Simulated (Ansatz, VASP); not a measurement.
## SnO in VASP and in Ansatz

```
Sn O
1.0
     3.82016    0.00000    0.00000
     0.00000    3.82016    0.00000
     0.00000    0.00000   22.22608
Sn O
4 4
Direct
  0.75000 0.25000 0.20246
  0.25000 0.75000 0.30878
  0.25000 0.00000 0.49775
  0.75000 0.50000 0.60407
  0.25000 0.25000 0.25562
  0.75000 0.75000 0.25562
  0.75000 0.00000 0.55091
  0.25000 0.50000 0.55091
```

Alike in both runs: task single point; functional PBE; dispersion D3(BJ); k mesh 7 × 7 × 1; occupations gaussian, width 0.05 eV; no spin polarisation.

|  | VASP | Ansatz |
| --- | --- | --- |
| version | VASP 6.6.1 | Ansatz 0.2.0 |
| potentials or method | VASP PAW PBE potentials, release 64 (Sn_d, O), cutoff 520 eV | scalar-relativistic, plane waves, PAW |
| valence electrons in the cell | 80 | 80 |

|  | VASP | Ansatz | Ansatz less VASP |
| --- | --- | --- | --- |
| gap on the k mesh at the Fermi level (eV) | 2.44 | 2.45 | +0.008 |
| least direct gap on the mesh (eV) | 2.56 | 2.60 | +0.043 |
| rms of the force components (eV/Å) | 0.036 | 0.013 | -0.0225 |

Ansatz's warnings: xc potential rough in thin density.
